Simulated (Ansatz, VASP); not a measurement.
H18C11S5O5 in VASP and in Ansatz

```
CELL_PARAMETERS angstrom
8.84082 0.00000 0.00000
0.00000 8.84082 0.00000
0.00000 0.00000 8.84082
ATOMIC_POSITIONS crystal
C 0.97514 0.07860 0.00305
C 0.07879 0.20269 0.06325
C 0.29687 0.03593 0.55978
C 0.27107 0.11165 0.71285
C 0.37049 0.61598 0.83464
C 0.19954 0.59169 0.83973
C 0.46035 0.34327 0.29033
C 0.76720 0.61076 0.04734
C 0.75053 0.96500 0.59840
C 0.89949 0.36140 0.37946
C 0.32169 0.84402 0.18699
H 0.88017 0.05648 0.08051
H 0.92624 0.11018 0.89306
H 0.03655 0.97137 0.98705
H 0.17717 0.22076 0.98953
H 0.01804 0.31081 0.07194
H 0.12266 0.17433 0.17625
H 0.26435 0.11096 0.46589
H 0.41633 0.00572 0.54344
H 0.22966 0.93176 0.54910
H 0.30051 0.03589 0.80700
H 0.33985 0.21478 0.72517
H 0.15185 0.14368 0.72711
H 0.43089 0.52289 0.89064
H 0.41195 0.62289 0.71748
H 0.40348 0.72180 0.89107
H 0.13837 0.68413 0.78333
H 0.16738 0.48530 0.78393
H 0.15823 0.58504 0.95678
O 0.45016 0.28654 0.17121
O 0.76154 0.52896 0.94345
O 0.74391 0.07863 0.53049
O 0.81282 0.32494 0.28686
O 0.39686 0.93135 0.12188
S 0.47305 0.41923 0.45047
S 0.77483 0.72140 0.18543
S 0.75896 0.81230 0.68841
S 0.01519 0.41128 0.50398
S 0.22172 0.72571 0.27347
```

Alike in both runs: functional PBE; k mesh 1 × 1 × 1; occupations fermi-dirac, width 0.02 eV; no spin polarisation.

Ansatz relaxed the structure, and its values are those at the end. VASP's run is a single point on that final structure, the one shown.

|  | VASP | Ansatz |
| --- | --- | --- |
| version | VASP 6.6.1 | Ansatz 0.2.0 |
| potentials or method | VASP PAW PBE potentials, release 64 (C, H, O, S), cutoff 520 eV | scalar-relativistic, plane waves, PAW |
| valence electrons in the cell | 122 | 122 |

```tsv
	VASP	Ansatz	Ansatz less VASP
gap on the k mesh at the Fermi level (eV)	4.88	4.87	-0.005
rms of the force components (eV/Å)	0.228	0.062	-0.1661
```

One of these differences is far larger than is usual between the two programs; its cause wasn't traced. With one functional, cell and mesh, what is left measures potentials, basis and numerics. Ansatz's warnings: xc potential rough in thin density.

Noted on VASP's run: the standard files for N, O and F lose accuracy on very short bonds.
